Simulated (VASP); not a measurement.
Input of a VASP 6.6.1 run:

File INCAR:

```
SYSTEM = YS
ALGO = Normal ; EDIFF = 1E-7
ENCUT = 520 ; GGA = PS
ISIF = 2 ; ISMEAR = -1
LASPH = .True. ; LCHARG = .False.
LREAL = .False. ; LWAVE = .False.
NBANDS = 16 ; NELM = 60
PREC = Accurate ; SIGMA = 0.1
```

The input KPOINTS:

```
k-points
0
Gamma
  12 12 12
  0 0 0
```

File POSCAR:

```
YS
1.0
    0.0000000000      2.7303330770      2.7303330770
    2.7303330770      0.0000000000      2.7303330770
    2.7303330770      2.7303330770      0.0000000000
Y S
1 1
Direct
    0.5000000000      0.5000000000      0.5000000000
    0.0000000000      0.0000000000      0.0000000000
```

Potentials or basis: VASP PAW PBE potentials, release 64 (Y_sv, S).

The run is started by

```sh
$ cat potpaw_PBE.64/Y_sv/POTCAR potpaw_PBE.64/S/POTCAR > POTCAR
$ mpirun -np 1 vasp_std > vasp.out
```

Q: Predict the pressure.

A: -0.1 GPa.

Caveat: the PAW data sets were made with another functional, which shifts forces and pressure a little.
